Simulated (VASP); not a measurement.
# Al2Cu (I4/mmm) in VASP: notebook

Runs on Al2Cu. Level: PBE. Tasks: single point.

All numbers are computed with VASP 6.6.1; they aren't measurements. Logs are shortened: lines on timing, memory, paths and dates and some standing lists are left out, and cuts for length are marked.

### 1 The cell of the first run

Symmetry: I4/mmm, No. 139, tetragonal system. Conventional cell: a = 4.089 Å, b = 4.089 Å, c = 5.204 Å, α = 90.00°, β = 90.00°, γ = 90.00°. Al (site symmetry -4m2) has 4 Cu at 2.42 Å and 6 Al at 2.60 to 2.89 Å within 3.2 Å. Cu (site symmetry 4/mmm) has 8 Al at 2.42 Å within 3.2 Å.

### 2 Single point, PBE (strain -0.1000 x Voigt [0, 0, 1, 0, 0, 0])

Contents of INCAR:

```
SYSTEM = Al2Cu
PREC = Accurate
ENCUT = 520
EDIFF = 1E-6
ISMEAR = 0
SIGMA = 0.15
LREAL = .False.
LASPH = .True.
NELM = 60
ALGO = Fast
ISIF = 2
LWAVE = .False.
LCHARG = .True.
GGA = PE
LELF = .True.
LVHAR = .True.
NBANDS = 16
```

Contents of KPOINTS:

```
Automatic mesh
0
Gamma
  16 16 16
  0 0 0
```

Contents of POSCAR:

```
Al2Cu
1.0
   -2.0446280232      2.0446280232      2.6021081908
    2.0446280232     -2.0446280232      2.6021081908
    2.0446280232      2.0446280232     -2.6021081908
Al Cu
2 1
Direct
    0.7500000000      0.2500000000      0.5000000000
    0.2500000000      0.7500000000      0.5000000000
    0.5000000000      0.5000000000      0.0000000000
```

Potentials or basis: VASP PAW PBE potentials, release 64 (Al, Cu).

On the command line:

```sh
cat potpaw_PBE.64/Al/POTCAR potpaw_PBE.64/Cu/POTCAR > POTCAR
mpirun -np 1 vasp_std > vasp.out
```

OUTCAR:

```text
SYSTEM = Al2Cu
   PREC = Accurate
   ENCUT = 520
   EDIFF = 1E-6
   ISMEAR = 0
   LREAL = .False.
   LASPH = .True.
   NELM = 60
   ISIF = 2
   GGA = PE

 ion  position               nearest neighbor table
   1  0.750  0.250  0.500-   3 2.42   3 2.42   3 2.42   3 2.42   2 2.60   2 2.60   2 2.89   2 2.89
                             2 2.89   2 2.89
   2  0.250  0.750  0.500-   3 2.42   3 2.42   3 2.42   3 2.42   1 2.60   1 2.60   1 2.89   1 2.89
                             1 2.89   1 2.89
   3  0.500  0.500  0.000-   2 2.42   1 2.42   1 2.42   2 2.42   1 2.42   2 2.42   2 2.42   1 2.42

  LATTYP: Found a body centered tetragonal cell.
 ALAT       =     4.0892560464
 C/A-ratio  =     1.2726560339

  Lattice vectors:

 A1 = (  -2.0446280232,   2.0446280232,   2.6021081908)
 A2 = (   2.0446280232,  -2.0446280232,   2.6021081908)
 A3 = (   2.0446280232,   2.0446280232,  -2.6021081908)

Analysis of symmetry for initial positions (statically):
=====================================================================
 Subroutine PRICEL returns:
 Original cell was already a primitive cell.

 Routine SETGRP: Setting up the symmetry group for a
 body centered tetragonal supercell.

 Subroutine GETGRP returns: Found 16 space group operations
 (whereof 16 operations were pure point group operations)
 out of a pool of 16 trial point group operations.

The static configuration has the point symmetry D_4h.

Analysis of symmetry for dynamics (positions and initial velocities):
=====================================================================
 Subroutine PRICEL returns:
 Original cell was already a primitive cell.

 Routine SETGRP: Setting up the symmetry group for a
 body centered tetragonal supercell.

 Subroutine GETGRP returns: Found 16 space group operations
 (whereof 16 operations were pure point group operations)
 out of a pool of 16 trial point group operations.

The dynamic configuration has the point symmetry D_4h.

 Subroutine INISYM returns: Found 16 space group operations
 (whereof 16 operations are pure point group operations),
 and found     1 'primitive' translations

----------------------------------------------------------------------------------------

                                     Primitive cell

  volume of cell :      43.5125

  direct lattice vectors                    reciprocal lattice vectors
    -2.044628023  2.044628023  2.602108191     0.000000000  0.244543259  0.192151887
     2.044628023 -2.044628023  2.602108191     0.244543259  0.000000000  0.192151887
     2.044628023  2.044628023 -2.602108191     0.244543259  0.244543259  0.000000000

  length of vectors
     3.889983874  3.889983874  3.889983874     0.311004426  0.311004426  0.345836393

  position of ions in fractional coordinates (direct lattice)
     0.750000000  0.250000000  0.500000000
     0.250000000  0.750000000  0.500000000
     0.500000000  0.500000000  0.000000000

  ion indices of the primitive-cell ions
   primitive index   ion index
                 1           1
                 2           2
                 3           3

----------------------------------------------------------------------------------------

 KPOINTS: Automatic mesh

Automatic generation of k-mesh.
 Grid dimensions read from file:
 generate k-points for:   16   16   16

 Generating k-lattice:

  Cartesian coordinates                     Fractional coordinates (reciprocal lattice)
     0.000000000  0.015283954  0.012009493     0.062500000  0.000000000  0.000000000
     0.015283954  0.000000000  0.012009493     0.000000000  0.062500000  0.000000000
     0.015283954  0.015283954  0.000000000     0.000000000  0.000000000  0.062500000

  Length of vectors
     0.019437777  0.019437777  0.021614775

  Shift w.r.t. Gamma in fractional coordinates (k-lattice)
     0.000000000  0.000000000  0.000000000

 Subroutine IBZKPT returns following result:
 ===========================================

 Found    349 irreducible k-points:

 Following reciprocal coordinates:
            Coordinates               Weight
  0.000000  0.000000  0.000000      1.000000
  0.062500  0.000000  0.000000      8.000000
  0.125000  0.000000  0.000000      8.000000
  0.187500  0.000000  0.000000      8.000000
  0.250000  0.000000  0.000000      8.000000
  0.312500  0.000000  0.000000      8.000000
[... 16 lines left out ...]
 -0.125000  0.062500  0.000000     16.000000
 -0.062500  0.062500  0.000000      4.000000
 [... further k-points ...]
   k-points           NKPTS =    349   k-points in BZ     NKDIM =    349   number of bands    NBANDS=     16
   number of dos      NEDOS =    301   number of ions     NIONS =      3
   total plane-waves  NPLWV =  27000
   dimension x,y,z NGX =    30 NGY =   30 NGZ =   30
   dimension x,y,z NGXF=    60 NGYF=   60 NGZF=   60
   ions per type =               2   1
   NGX,Y,Z   is equivalent  to a cutoff of  12.82, 12.82, 12.82 a.u.
   NGXF,Y,Z  is equivalent  to a cutoff of  25.64, 25.64, 25.64 a.u.
 SYSTEM =  Al2Cu
   PREC   = accura    normal or accurate (medium, high low for compatibility)
   ISTART =      0    job   : 0-new  1-cont  2-samecut
   ICHARG =      2    charge: 1-file 2-atom 10-const
   ISPIN  =      1    spin polarized calculation?
   LNONCOLLINEAR =      F non collinear calculations
   LSORBIT =      F    spin-orbit coupling
   LASPH  =      T    aspherical Exc in radial PAW
   ENCUT  =  520.0 eV  38.22 Ry    6.18 a.u.   7.23  7.23  7.23*2*pi/ulx,y,z
   NELM   =     60;   NELMIN=  2; NELMDL= -5     # of ELM steps
   EDIFF  = 0.1E-05   stopping-criterion for ELM
   LREAL  =      F    real-space projection
   EDIFFG = 0.1E-04   stopping-criterion for IOM
   NSW    =      0    number of steps for IOM
   IBRION =     -1    ionic relax: 0-MD 1-quasi-New 2-CG
   NFREE  =      0    steps in history (QN), initial steepest desc. (CG)
   ISIF   =      2    stress and relaxation
   ISYM   =      2    0-nonsym 1-usesym 2-fastsym
   POTIM  = 0.5000    time-step for ionic-motion
   TEBEG  =    0.0;   TEEND  =   0.0 temperature during run
   PSTRESS=    0.0 pullay stress
   NELECT =      17.0000    total number of electrons
   NUPDOWN=      -1.0000    fix difference up-down
   EMIN   =  10.00;   EMAX   =-10.00  energy-range for DOS
   EFERMI =   0.00;   METHOD = LEGACY
   ISMEAR =     0;   SIGMA  =   0.15  broadening in eV -4-tet -1-fermi 0-gaus
   EFERMI_NEDOS =   21; number of points for ismear=-14 and -15
   IALGO  =     68    algorithm
   IMIX   =      4    mixing-type and parameters
     AMIX     =   0.40;   BMIX     =  1.00
     AMIX_MAG =   1.60;   BMIX_MAG =  1.00
  volume/ion in A,a.u.               =      14.50        97.88
  Fermi-wavevector in a.u.,A,eV,Ry     =   1.196795  2.261615 19.487878  1.432319
  Thomas-Fermi vector in A             =   2.332726
   LORBIT       =      0    0 simple, 1 ext, 2 COOP (PROOUT), +10 PAW based schemes
   GGA     = PE    functional components
   LHFCALC =     F    Hartree Fock is set to
   AEXX    =    0.0000 exact exchange contribution
   IVDW    =     0    specifies the selected vdW correction
   LEPSILON=     F    determine dielectric tensor
   LRPA    =     F    only Hartree local field effects (RPA)
 non-spin polarized calculation
 RMM-DIIS sequential band-by-band and
 Gauss-broadening in eV      SIGMA  =   0.15
  energy-cutoff  :      520.00
  volume of cell :       43.51
 maximum number of plane-waves:      1194
 NGX is ok and might be reduce to    30
   NGX = 15   NGY = 15   NGZ = 15

 number of electron      16.9999989 magnetization

 Free energy of the ion-electron system (eV)
  ---------------------------------------------------
  ext. energy  EPLUGINS =         0.00000000
  ---------------------------------------------------
  free energy    TOTEN  =       -11.43145353 eV

  energy without entropy =      -11.42183589  energy(sigma->0) =      -11.42664471

 E-fermi :   7.9921     XC(G=0): -10.8479

 val. band max:        7.9898463766   @ k =   0.3125   0.2500   0.0000
 cond. band min:       8.0205321727   @ k =  -0.1250  -0.2500   0.1250
 fundamental gap:      0.0306857961
 Fermi energy:         7.9920765425

 k-point     1 :       0.0000    0.0000    0.0000
  band No.  band energies     occupation
      1      -2.8152      2.00000
      2       3.0279      2.00000
      3       3.1382      2.00000
      4       3.1382      2.00000
      5       3.5921      2.00000
      6       3.7816      2.00000
[... 8 lines left out ...]
     15      14.2252      0.00000
     16      15.0345      0.00000

 k-point     2 :       0.0625    0.0000    0.0000
  band No.  band energies     occupation
      1      -2.7592      2.00000
      2       3.0240      2.00000
      3       3.1342      2.00000
      4       3.1460      2.00000
      5       3.5910      2.00000
      6       3.7781      2.00000
[... 8 lines left out ...]
     15      14.0039      0.00000
     16      15.6958      0.00000

 k-point     3 :       0.1250    0.0000    0.0000
  band No.  band energies     occupation
      1      -2.5915      2.00000
      2       2.9939      2.00000
      3       3.1385      2.00000
      4       3.1661      2.00000
      5       3.5905      2.00000
      6       3.7688      2.00000
[... 8 lines left out ...]
     15      14.6465      0.00000
     16      15.6912      0.00000

 k-point     4 :       0.1875    0.0000    0.0000
  band No.  band energies     occupation
      1      -2.3140      2.00000
      2       2.9135      2.00000
      3       3.1661      2.00000
      4       3.1901      2.00000
      5       3.5988      2.00000
      6       3.7575      2.00000
[... 8 lines left out ...]
     15      15.3368      0.00000
     16      15.6472      0.00000
[... 324 lines left out ...]
 k-point    22 :      -0.1875    0.0625    0.0000
  band No.  band energies     occupation
      1      -2.3849      2.00000
      2       2.9710      2.00000
      3       3.1387      2.00000
      4       3.1983      2.00000
      5       3.5711      2.00000
      6       3.7695      2.00000
[... 8 lines left out ...]
     15      15.4891      0.00000
     16      16.0244      0.00000

 k-point    23 :      -0.1250    0.0625    0.0000
  band No.  band energies     occupation
      1      -2.6206      2.00000
      2       3.0327      2.00000
      3       3.1121      2.00000
      4       3.1727      2.00000
      5       3.5748      2.00000
      6       3.7763      2.00000
[... 8 lines left out ...]
     15      14.4899      0.00000
     16      15.8589      0.00000

 k-point    24 :      -0.0625    0.0625    0.0000
  band No.  band energies     occupation
      1      -2.7458      2.00000
      2       3.0385      2.00000
      3       3.1205      2.00000
      4       3.1528      2.00000
      5       3.5839      2.00000
      6       3.7799      2.00000
[... 8 lines left out ...]
     15      14.3157      0.00000
     16      15.4645      0.00000

 [... further k-points ...]

------------------------ aborting loop because EDIFF is reached ----------------------------------------

  FORCE on cell =-STRESS in cart. coord.  units (eV):
  Direction    XX          YY          ZZ          XY          YZ          ZX
  --------------------------------------------------------------------------------------
  -------------------------------------------------------------------------------------
  Total        2.3448254      2.3448254      6.4833337      0.0000000     -0.0000000      0.0000000
  in kB       86.3390223     86.3390223    238.7234031      0.0000000     -0.0000000      0.0000000
  external PRESSURE =     137.1338159 kB  Pullay stress =       0.0000000 kB

 VOLUME and BASIS-vectors are now :
 -----------------------------------------------------------------------------
  energy-cutoff  :      520.00
  volume of cell :       43.51
      direct lattice vectors                 reciprocal lattice vectors
    -2.044628023  2.044628023  2.602108191     0.000000000  0.244543259  0.192151887
     2.044628023 -2.044628023  2.602108191     0.244543259  0.000000000  0.192151887
     2.044628023  2.044628023 -2.602108191     0.244543259  0.244543259  0.000000000

 POSITION                                       TOTAL-FORCE (eV/Angst)
 -----------------------------------------------------------------------------------
     -0.00000      2.04463      1.30105        -0.000000     -0.000000     -0.000000
      2.04463     -0.00000      1.30105         0.000000      0.000000      0.000000
      0.00000      0.00000      2.60211        -0.000000      0.000000      0.000000
 -----------------------------------------------------------------------------------
    total drift:                                0.000000     -0.000000      0.000000

  FREE ENERGIE OF THE ION-ELECTRON SYSTEM (eV)
  ---------------------------------------------------
  free  energy   TOTEN  =       -11.4314535290 eV

  energy  without entropy=      -11.4218358864  energy(sigma->0) =      -11.42664471
```

Wall time 2.9 min (1 thread of Intel Xeon 6975P-C (Granite Rapids), shared host); peak memory 0.35 GiB.

Results:

| Item | Value |
| --- | --- |
| Free energy | -11.4315 eV |
| Pressure | 13.7 GPa |

Levels at points of the mesh, in eV from the Fermi level:
```tsv
k point	band 6	band 7	band 8	band 9	band 10	band 11	band 12	band 13
(0.00, 0.00, 0.00)	-4.21	2.42	2.72	2.72	3.48	3.65	3.65	5.25
(0.50, 0.00, 0.00)	-4.21	-4.12	0.15	0.96	2.77	2.79	4.97	5.09
(0.50, 0.50, 0.00)	-4.19	-3.98	-2.24	-1.44	1.17	1.76	8.93	9.88
(0.50, 0.50, 0.50)	-4.15	-3.72	-2.62	-2.62	-0.20	1.07	9.38	10.81
```

Caveat: the cell differs from its parent crystal (strain -0.1000 x Voigt [0, 0, 1, 0, 0, 0]).

### 3 Single point, PBE (strain -0.0750 x Voigt [0, 0, 1, 0, 0, 0])

Contents of INCAR:

```
SYSTEM = Al2Cu
PREC = Accurate
ENCUT = 520
EDIFF = 1E-7
ISMEAR = 0
SIGMA = 0.15
LREAL = .False.
LASPH = .True.
NELM = 60
ALGO = Fast
ISIF = 2
LWAVE = .False.
LCHARG = .False.
GGA = PE
NBANDS = 16
```

Contents of KPOINTS:

```
regular mesh
0
Gamma
  16 16 16
  0 0 0
```

Contents of POSCAR:

```
Al2Cu
1.0
   -2.0446280232      2.0446280232      2.6743889739
    2.0446280232     -2.0446280232      2.6743889739
    2.0446280232      2.0446280232     -2.6743889739
Al Cu
2 1
Direct
    0.7500000000      0.2500000000      0.5000000000
    0.2500000000      0.7500000000      0.5000000000
    0.5000000000      0.5000000000      0.0000000000
```

Potentials or basis: VASP PAW PBE potentials, release 64 (Al, Cu).

On the command line:

```sh
cat potpaw_PBE.64/Al/POTCAR potpaw_PBE.64/Cu/POTCAR > POTCAR
mpirun -np 1 vasp_std > vasp.out
```

OUTCAR:

```text
SYSTEM = Al2Cu
   PREC = Accurate
   ENCUT = 520
   EDIFF = 1E-7
   ISMEAR = 0
   LREAL = .False.
   LASPH = .True.
   NELM = 60
   ISIF = 2
   GGA = PE

 ion  position               nearest neighbor table
   1  0.750  0.250  0.500-   3 2.44   3 2.44   3 2.44   3 2.44   2 2.67   2 2.67   2 2.89   2 2.89
                             2 2.89   2 2.89
   2  0.250  0.750  0.500-   3 2.44   3 2.44   3 2.44   3 2.44   1 2.67   1 2.67   1 2.89   1 2.89
                             1 2.89   1 2.89
   3  0.500  0.500  0.000-   1 2.44   2 2.44   1 2.44   2 2.44   2 2.44   1 2.44   2 2.44   1 2.44

  LATTYP: Found a body centered tetragonal cell.
 ALAT       =     4.0892560464
 C/A-ratio  =     1.3080075904

  Lattice vectors:

 A1 = (  -2.0446280232,   2.0446280232,   2.6743889739)
 A2 = (   2.0446280232,  -2.0446280232,   2.6743889739)
 A3 = (   2.0446280232,   2.0446280232,  -2.6743889739)

Analysis of symmetry for initial positions (statically):
=====================================================================
 Subroutine PRICEL returns:
 Original cell was already a primitive cell.

 Routine SETGRP: Setting up the symmetry group for a
[... 173 lines left out ...]

 val. band max:        7.6970434037   @ k =  -0.0625   0.1250   0.0625
 cond. band min:       7.7003785921   @ k =  -0.1875  -0.1875   0.1875
 fundamental gap:      0.0033351884
 Fermi energy:         7.6993351877

 k-point     1 :       0.0000    0.0000    0.0000
  band No.  band energies     occupation
      1      -2.9239      2.00000
      2       2.8506      2.00000
      3       2.9318      2.00000
      4       2.9318      2.00000
      5       3.4155      2.00000
      6       3.5531      2.00000
[... 433 lines left out ...]
      3       2.9132      2.00000
      4       2.9454      2.00000
      5       3.4072      2.00000
      6       3.5525      2.00000
[... 8 lines left out ...]
     15      14.1977      0.00000
     16      15.2339      0.00000

 [... further k-points ...]

------------------------ aborting loop because EDIFF is reached ----------------------------------------

  FORCE on cell =-STRESS in cart. coord.  units (eV):
  Direction    XX          YY          ZZ          XY          YZ          ZX
  --------------------------------------------------------------------------------------
  -------------------------------------------------------------------------------------
  Total        1.7207861      1.7207861      4.5582697      0.0000000     -0.0000000      0.0000000
  in kB       61.6487536     61.6487536    163.3042244      0.0000000     -0.0000000      0.0000000
  external PRESSURE =      95.5339105 kB  Pullay stress =       0.0000000 kB

 VOLUME and BASIS-vectors are now :
 -----------------------------------------------------------------------------
  energy-cutoff  :      520.00
  volume of cell :       44.72
      direct lattice vectors                 reciprocal lattice vectors
    -2.044628023  2.044628023  2.674388974     0.000000000  0.244543259  0.186958593
     2.044628023 -2.044628023  2.674388974     0.244543259  0.000000000  0.186958593
     2.044628023  2.044628023 -2.674388974     0.244543259  0.244543259  0.000000000

 POSITION                                       TOTAL-FORCE (eV/Angst)
 -----------------------------------------------------------------------------------
     -0.00000      2.04463      1.33719         0.000000     -0.000000     -0.000000
      2.04463     -0.00000      1.33719        -0.000000      0.000000      0.000000
      0.00000      0.00000      2.67439        -0.000000      0.000000      0.000000
 -----------------------------------------------------------------------------------
    total drift:                                0.000000     -0.000000      0.000000

  FREE ENERGIE OF THE ION-ELECTRON SYSTEM (eV)
  ---------------------------------------------------
  free  energy   TOTEN  =       -11.5824275964 eV

  energy  without entropy=      -11.5721451216  energy(sigma->0) =      -11.57728636
```

Wall time 3.6 min (1 thread of Intel Xeon 6975P-C (Granite Rapids), shared host); peak memory 0.35 GiB.

What came out:

```
Free energy : -11.5824 eV
Pressure    : 9.6 GPa
```

Caveat: the cell differs from its parent crystal (strain -0.0750 x Voigt [0, 0, 1, 0, 0, 0]).

(Continued in part 2 of 2.)
